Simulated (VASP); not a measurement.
Input of a VASP 6.6.1 run:

The input INCAR:

```
PREC = Accurate
ENCUT = 520
EDIFF = 1E-6
ISMEAR = 0
SIGMA = 0.15
LREAL = False
LASPH = True
NELM = 80
ALGO = Normal
ISIF = 2
LWAVE = False
LCHARG = True
GGA = PE
LELF = True
LVHAR = True
NBANDS = 16
```

KPOINTS

```
Automatic mesh
0
Gamma
  16 16 16
```

POSCAR

```
InSb
1.0
   -2.8595500000      2.8595500000      1.5530500000
    2.8595500000     -2.8595500000      1.5530500000
    2.8595500000      2.8595500000     -1.5530500000
In Sb
1 1
Direct
    0.2500000000      0.7500000000      0.5000000000
    0.0000000000      0.0000000000      0.0000000000
```

Potentials or basis: VASP PAW PBE potentials, release 64 (In_d, Sb).

Command:

```bash
$ cat potpaw_PBE.64/In_d/POTCAR potpaw_PBE.64/Sb/POTCAR > POTCAR
$ mpirun -np 1 vasp_std > vasp.out
```

Q: Estimate the band gap on the k mesh.

A: Zero (bands 9 and 10 overlap by 4.61 eV).

Q: Predict the pressure.

A: 6.6 GPa.

Stress tensor (GPa, compression positive):
```
6.65 0.00 0.00
0.00 6.65 0.00
0.00 0.00 6.54
```

Caveat: the cell stands under pressure; spin-orbit coupling is left out, which moves the levels of the heavy elements.
